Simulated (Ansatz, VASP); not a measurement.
WS2 in VASP and in Ansatz

```
W S
1.0
     3.24595    0.00000    0.00000
    -1.62298    2.81108    0.00000
     0.00000    0.00000   17.28303
W S
1 2
Cartesian
  0.0000 0.0000 0.0000
  0.0000 1.8741 1.5900
  0.0000 1.8741 15.6930
```

Change from the starting cell: volume scaled by 1.06.

Alike in both runs: task single point; functional PBEsol; k mesh 10 × 10 × 2; occupations fermi-dirac, width 0.05 eV; no spin polarisation.

```csv
,VASP,Ansatz
version,VASP 6.6.1,Ansatz 0.2.0
potentials or method,"VASP PAW PBE potentials, release 64 (W_sv, S), cutoff 520 eV","all-electron LAPW, scalar-relativistic"
```

VASP gave:

```
gap on the k mesh at the Fermi level (eV) : 1.83
least direct gap on the mesh (eV)         : 1.99
rms of the force components (eV/Å)        : 0.499
```

Problem. Which values does Ansatz return?

Solution. gap on the k mesh at the Fermi level (eV): 1.82; least direct gap on the mesh (eV): 1.98; rms of the force components (eV/Å): 0.506.

VASP's potentials were made for PBE, not for PBEsol. Atom by atom the forces differ by 0.007 eV/Å (rms over components). Ansatz ran all-electron here, and VASP with PAW potentials.

Spin-orbit coupling is off throughout.
